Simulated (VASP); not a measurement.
A run of VASP 6.6.1:

File INCAR:

```
SYSTEM = Pd
PREC     = Accurate       ! precision mode
ENCUT    = 520            ! plane-wave cutoff, eV
EDIFF    = 1E-6           ! SCF threshold, eV
ISMEAR   = -1             ! smearing method
SIGMA    = 0.1            ! smearing width, eV
LREAL    = .False.        ! projectors in reciprocal space
LASPH    = .True.         ! aspherical terms in the spheres
NELM     = 80             ! most SCF steps
ALGO     = Normal         ! electronic algorithm
ISIF     = 2              ! what is computed and relaxed
LWAVE    = .False.        ! write WAVECAR
LCHARG   = .False.        ! write CHGCAR
GGA      = RE             ! functional
NBANDS   = 17             ! bands
```

Contents of KPOINTS:

```
regular mesh
0
Gamma
  21 21 11
  0 0 0
```

File POSCAR:

```
Pd
1.0
    2.7958218395      0.0000000000      0.0000000000
   -1.3979109198      2.4212527375      0.0000000000
    0.0000000000      0.0000000000      4.6553565519
Pd
2
Direct
    0.3333333333      0.6666666667      0.2500000000
    0.6666666667      0.3333333333      0.7500000000
```

Potentials or basis: VASP PAW PBE potentials, release 64 (Pd).

Launch:

```bash
$ cat potpaw_PBE.64/Pd/POTCAR > POTCAR
$ mpirun -np 1 vasp_std > vasp.out
```

Hardware: 1 thread of AMD EPYC 9R45 96-Core Processor (Zen 5) (shared host).

How long does it take, and how much memory?

Run time: 69 s on 1 thread of AMD EPYC 9R45 96-Core Processor (Zen 5) (shared host), peak memory 0.22 GiB. Counts: scf iterations 11, k points 288.
